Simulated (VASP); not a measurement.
# ZnSe in VASP: a series of runs, part 2 of 2

VASP 6.6.1. The steps go on from the part before.

### Step 3. Single point, PBE

INCAR

```
SYSTEM = ZnSe
  PREC = Accurate
  ENCUT = 520
  EDIFF = 1E-6
  ISMEAR = 0
  SIGMA = 0.1
  LREAL = .FALSE.
  LASPH = .TRUE.
  NELM = 100
  ALGO = Normal
  ISIF = 2
  LWAVE = .FALSE.
  LCHARG = .FALSE.
  GGA = PE
  NBANDS = 16
```

KPOINTS

```
Automatic mesh
0
G
  6 6 6
  0 0 0
```

POSCAR

```
ZnSe
1.0
   -2.0305629683      2.0305629683      2.8558816969
    2.0305629683     -2.0305629683      2.8558816969
    2.0305629683      2.0305629683     -2.8558816969
Zn Se
1 1
Direct
    0.2500000000      0.7500000000      0.5000000000
    0.5000000000      0.5000000000      0.0000000000
```

Potentials or basis: VASP PAW PBE potentials, release 64 (Zn, Se).

Command:

```
> cat potpaw_PBE.64/Zn/POTCAR potpaw_PBE.64/Se/POTCAR > POTCAR
> mpirun -np 1 vasp_std > vasp.out
```

OUTCAR:

```text
SYSTEM = ZnSe
   PREC = Accurate
   ENCUT = 520
   EDIFF = 1E-6
   ISMEAR = 0
   LREAL = .FALSE.
   LASPH = .TRUE.
   NELM = 100
   ISIF = 2
   GGA = PE

 ion  position               nearest neighbor table
   1  0.250  0.750  0.500-   2 2.48   2 2.48   2 2.48   2 2.48
   2  0.500  0.500  0.000-   1 2.48   1 2.48   1 2.48   1 2.48

  LATTYP: Found a body centered tetragonal cell.
 ALAT       =     4.0611259366
 C/A-ratio  =     1.4064482321

  Lattice vectors:

 A1 = (  -2.0305629683,   2.0305629683,   2.8558816969)
 A2 = (   2.0305629683,  -2.0305629683,   2.8558816969)
 A3 = (   2.0305629683,   2.0305629683,  -2.8558816969)

Analysis of symmetry for initial positions (statically):
=====================================================================
 Subroutine PRICEL returns:
 Original cell was already a primitive cell.

 Routine SETGRP: Setting up the symmetry group for a
 body centered tetragonal supercell.

 Subroutine GETGRP returns: Found  8 space group operations
 (whereof  8 operations were pure point group operations)
 out of a pool of 16 trial point group operations.

The static configuration has the point symmetry D_2d.

Analysis of symmetry for dynamics (positions and initial velocities):
=====================================================================
 Subroutine PRICEL returns:
 Original cell was already a primitive cell.

 Routine SETGRP: Setting up the symmetry group for a
 body centered tetragonal supercell.

 Subroutine GETGRP returns: Found  8 space group operations
 (whereof  8 operations were pure point group operations)
 out of a pool of 16 trial point group operations.

The dynamic configuration has the point symmetry D_2d.

 Subroutine INISYM returns: Found  8 space group operations
 (whereof  8 operations are pure point group operations),
[... 105 lines left out ...]
   TEBEG  =    0.0;   TEEND  =   0.0 temperature during run
   PSTRESS=    0.0 pullay stress
   NELECT =      18.0000    total number of electrons
   NUPDOWN=      -1.0000    fix difference up-down
   EMIN   =  10.00;   EMAX   =-10.00  energy-range for DOS
   EFERMI =   0.00;   METHOD = LEGACY
   ISMEAR =     0;   SIGMA  =   0.10  broadening in eV -4-tet -1-fermi 0-gaus
   EFERMI_NEDOS =   21; number of points for ismear=-14 and -15
   IALGO  =     38    algorithm
   IMIX   =      4    mixing-type and parameters
     AMIX     =   0.40;   BMIX     =  1.00
     AMIX_MAG =   1.60;   BMIX_MAG =  1.00
  volume/ion in A,a.u.               =      23.55       158.93
  Fermi-wavevector in a.u.,A,eV,Ry     =   1.188013  2.245020 19.202930  1.411376
  Thomas-Fermi vector in A             =   2.324152
   LORBIT       =      0    0 simple, 1 ext, 2 COOP (PROOUT), +10 PAW based schemes
   GGA     = PE    functional components
   LHFCALC =     F    Hartree Fock is set to
   AEXX    =    0.0000 exact exchange contribution
   IVDW    =     0    specifies the selected vdW correction
   LEPSILON=     F    determine dielectric tensor
   LRPA    =     F    only Hartree local field effects (RPA)
 non-spin polarized calculation
 Gauss-broadening in eV      SIGMA  =   0.10
  energy-cutoff  :      520.00
  volume of cell :       47.10
 maximum number of plane-waves:      1297
   NGX = 15   NGY = 15   NGZ = 15

 number of electron      18.0000017 magnetization

 Free energy of the ion-electron system (eV)
  ---------------------------------------------------
  ext. energy  EPLUGINS =         0.00000000
  ---------------------------------------------------
  free energy    TOTEN  =        -6.02735605 eV

  energy without entropy =       -6.02735605  energy(sigma->0) =       -6.02735605

 E-fermi :   1.7680     XC(G=0):  -9.1644

 val. band max:        1.3414266493   @ k =   0.0000   0.0000   0.0000
 cond. band min:       2.4804662189   @ k =   0.0000   0.0000   0.0000
 fundamental gap:      1.1390395695
 Fermi energy:         1.7680057747

 k-point     1 :       0.0000    0.0000    0.0000
  band No.  band energies     occupation
      1     -11.7160      2.00000
      2      -5.1028      2.00000
      3      -5.1028      2.00000
      4      -5.1004      2.00000
      5      -4.7634      2.00000
      6      -4.7627      2.00000
[... 433 lines left out ...]
      3      -5.0058      2.00000
      4      -4.9803      2.00000
      5      -4.7716      2.00000
      6      -4.7423      2.00000
[... 8 lines left out ...]
     15      13.4253      0.00000
     16      13.7842      0.00000

 [... further k-points ...]
[... 5 lines left out ...]
  --------------------------------------------------------------------------------------
  -------------------------------------------------------------------------------------
  Total        0.0501314      0.0501314      0.1053868      0.0000000      0.0000000      0.0000000
  in kB        1.7052466      1.7052466      3.5847890      0.0000000      0.0000000      0.0000000
  external PRESSURE =       2.3317607 kB  Pullay stress =       0.0000000 kB

 VOLUME and BASIS-vectors are now :
 -----------------------------------------------------------------------------
  energy-cutoff  :      520.00
  volume of cell :       47.10
      direct lattice vectors                 reciprocal lattice vectors
    -2.030562968  2.030562968  2.855881697     0.000000000  0.246237131  0.175077280
     2.030562968 -2.030562968  2.855881697     0.246237131  0.000000000  0.175077280
     2.030562968  2.030562968 -2.855881697     0.246237131  0.246237131  0.000000000

 POSITION                                       TOTAL-FORCE (eV/Angst)
 -----------------------------------------------------------------------------------
      2.03056      0.00000      1.42794        -0.000000      0.000000     -0.000000
      0.00000      0.00000      2.85588         0.000000     -0.000000      0.000000
 -----------------------------------------------------------------------------------
    total drift:                               -0.000000      0.000000      0.000000

  FREE ENERGIE OF THE ION-ELECTRON SYSTEM (eV)
  ---------------------------------------------------
  free  energy   TOTEN  =        -6.0273560525 eV

  energy  without entropy=       -6.0273560525  energy(sigma->0) =       -6.02735605
```

Wall time 48 s (1 thread of Intel Xeon 6975P-C, shared host); peak memory 0.15 GiB.

What came out:

```yaml
Free_energy: -6.0274 eV
Pressure: 0.2 GPa
Band_gap_on_the_k_mesh: 1.14 eV, direct
```

Levels at points of the mesh, in eV from the valence-band top:
```
           k point  band 5  band 6  band 7  band 8  band 9  band 10  band 11  band 12  band 13  band 14
(0.00, 0.00, 0.00)   -6.10   -6.10   -0.02   -0.02    0.00     1.14     5.79     5.80     5.80     9.78
(0.50, 0.00, 0.00)   -6.09   -5.96   -5.03   -0.85   -0.82     2.47     6.35     6.39     8.46    10.80
(0.50, 0.50, 0.00)   -6.06   -5.94   -4.63   -2.07   -2.06     3.05     3.46    10.46    10.97    11.03
(0.50, 0.50, 0.50)   -6.06   -5.93   -4.60   -2.10   -2.10     3.03     3.41    10.51    11.00    11.00
```

### Step 4. Relaxation of cell and atoms, PBE

INCAR

```
  ALGO = Normal
  EDIFF = 1E-7
  EDIFFG = -0.01
  ENCUT = 600
  GGA = PE
  IBRION = 2
  ISIF = 3
  ISMEAR = 0
  LASPH = True
  LCHARG = False
  LREAL = False
  LWAVE = False
  NELM = 60
  NSW = 100
  PREC = Accurate
  SIGMA = 0.02
```

KPOINTS

```
k-points
0
Gamma
  8 8 8
```

POSCAR

```
ZnSe
1.0
    0.0000000000      2.8663936917      2.8663936917
    2.8663936917      0.0000000000      2.8663936917
    2.8663936917      2.8663936917      0.0000000000
Zn Se
1 1
Direct
    0.7500000000      0.7500000000      0.7500000000
    0.5000000000      0.5000000000      0.5000000000
```

Potentials or basis: VASP PAW PBE potentials, release 64 (Zn, Se).

Command:

```
> cat potpaw_PBE.64/Zn/POTCAR potpaw_PBE.64/Se/POTCAR > POTCAR
> mpirun -np 1 vasp_std > vasp.out
```

OUTCAR:

```text
EDIFF = 1E-7
   EDIFFG = -0.01
   ENCUT = 600
   GGA = PE
   IBRION = 2
   ISIF = 3
   ISMEAR = 0
   LASPH = True
   LREAL = False
   NELM = 60
   NSW = 100
   PREC = Accurate

 ion  position               nearest neighbor table
   1  0.750  0.750  0.750-   2 2.48   2 2.48   2 2.48   2 2.48
   2  0.500  0.500  0.500-   1 2.48   1 2.48   1 2.48   1 2.48

  LATTYP: Found a face centered cubic cell.
 ALAT       =     5.7327873834

  Lattice vectors:

 A1 = (   0.0000000000,   2.8663936917,   2.8663936917)
 A2 = (   2.8663936917,   0.0000000000,   2.8663936917)
 A3 = (   2.8663936917,   2.8663936917,   0.0000000000)

[... 611 lines left out ...]

 [... further k-points ...]
[... 5 lines left out ...]
  --------------------------------------------------------------------------------------
  -------------------------------------------------------------------------------------
  Total       -0.0159497     -0.0159497     -0.0159497      0.0000000     -0.0000000      0.0000000
  in kB       -0.5402275     -0.5402275     -0.5402275      0.0000000     -0.0000000      0.0000000
  external PRESSURE =      -0.5402275 kB  Pullay stress =       0.0000000 kB

 VOLUME and BASIS-vectors are now :
 -----------------------------------------------------------------------------
  energy-cutoff  :      600.00
  volume of cell :       47.30
      direct lattice vectors                 reciprocal lattice vectors
     0.000000000  2.870465445  2.870465445    -0.174187779  0.174187779  0.174187779
     2.870465445 -0.000000000  2.870465445     0.174187779 -0.174187779  0.174187779
     2.870465445  2.870465445  0.000000000     0.174187779  0.174187779 -0.174187779

 POSITION                                       TOTAL-FORCE (eV/Angst)
 -----------------------------------------------------------------------------------
      4.30570      4.30570      4.30570         0.000000      0.000000      0.000000
      2.87047      2.87047      2.87047        -0.000000     -0.000000     -0.000000
 -----------------------------------------------------------------------------------
    total drift:                               -0.000000     -0.000000     -0.000000

  FREE ENERGIE OF THE ION-ELECTRON SYSTEM (eV)
  ---------------------------------------------------
  free  energy   TOTEN  =        -6.0323259137 eV

  energy  without entropy=       -6.0323259137  energy(sigma->0) =       -6.03232591

 reached required accuracy - stopping structural energy minimisation
```

OSZICAR:

```text
N       E                     dE             d eps       ncg     rms          rms(c)
DAV:   1     0.913901518293E+02    0.91390E+02   -0.93133E+03   754   0.171E+03
DAV:   2    -0.205300392908E+00   -0.91595E+02   -0.87258E+02   804   0.295E+02
DAV:   3    -0.625673271191E+01   -0.60514E+01   -0.60173E+01   914   0.734E+01
[... 15 lines left out ...]
DAV:   4    -0.603233667704E+01    0.87263E-04   -0.50823E-05   834   0.791E-02    0.277E-02
DAV:   5    -0.603232538291E+01    0.11294E-04   -0.12927E-05  1099   0.690E-02    0.269E-03
DAV:   6    -0.603232562341E+01   -0.24049E-06   -0.38646E-06   799   0.327E-02    0.265E-03
DAV:   7    -0.603232598225E+01   -0.35884E-06   -0.50417E-07   864   0.147E-02    0.143E-03
DAV:   8    -0.603232591373E+01    0.68518E-07   -0.12967E-07   382   0.801E-03
   2 F= -.60323259E+01 E0= -.60323259E+01  d E =-.783199E-04
```

CONTCAR:

```text
ZnSe
   1.00000000000000
     0.0000000000000000    2.8704654453367722    2.8704654453367722
     2.8704654453367722   -0.0000000000000000    2.8704654453367722
     2.8704654453367722    2.8704654453367722    0.0000000000000000
  Zn              Se
     1     1
Direct
     0.7500000000000000    0.7500000000000000    0.7500000000000000
     0.5000000000000000    0.5000000000000000    0.5000000000000000

  0.00000000E+00  0.00000000E+00  0.00000000E+00
  0.00000000E+00  0.00000000E+00  0.00000000E+00
```

Run time: 65 s. Hardware: 1 thread of Intel Xeon 6975P-C, shared host; peak memory 0.16 GiB.

Results:

| Property | Result |
| --- | --- |
| Free energy | -6.0323 eV |
| Relaxed volume | 23.65 Å³/atom |
| Relaxed cell | a = 4.059 Å, b = 4.059 Å, c = 4.059 Å, α = 60.00°, β = 60.00°, γ = 60.00° |
| Space group after relaxing (to 0.05 Å) | F-43m (No. 216) |
| Energy gained by relaxing | 0.0 meV/atom |
| Ionic steps | 2 |
| Pressure after relaxing | -0.1 GPa |
| Band gap on the k mesh | 1.14 eV, direct |

Final structure:
```
Zn Se
1.0
     0.00000    2.87047    2.87047
     2.87047    0.00000    2.87047
     2.87047    2.87047    0.00000
Zn Se
1 1
Cartesian
  4.3057 4.3057 4.3057
  2.8705 2.8705 2.8705
```

### Step 5. Summary

| task | cell | k mesh | cutoff (eV) | smearing | gap on the mesh (eV) | pressure (GPa) |
| --- | --- | --- | --- | --- | --- | --- |
| single point | a = 4.054 Å, angles 60.0°, 2 atoms | 8 × 8 × 8 | 520 | gaussian 0.02 eV | 1.15 | 0.2 |
| single point | a = 4.050 Å, angles 119.8, 119.8, 90.3°, 2 atoms | 6 × 6 × 6 | 520 | gaussian 0.1 eV | 1.14 | 0.2 |
| relaxation of cell and atoms | relaxed from a = 4.054 Å, angles 60.0°, 2 atoms | 8 × 8 × 8 | 600 | gaussian 0.02 eV | 1.14 | -0.1 |

Alike in all rows: level PBE; potentials or basis VASP PAW PBE potentials, release 64 (Zn, Se); no spin polarisation.

Absolute energies hang on the potentials; compare differences alone.
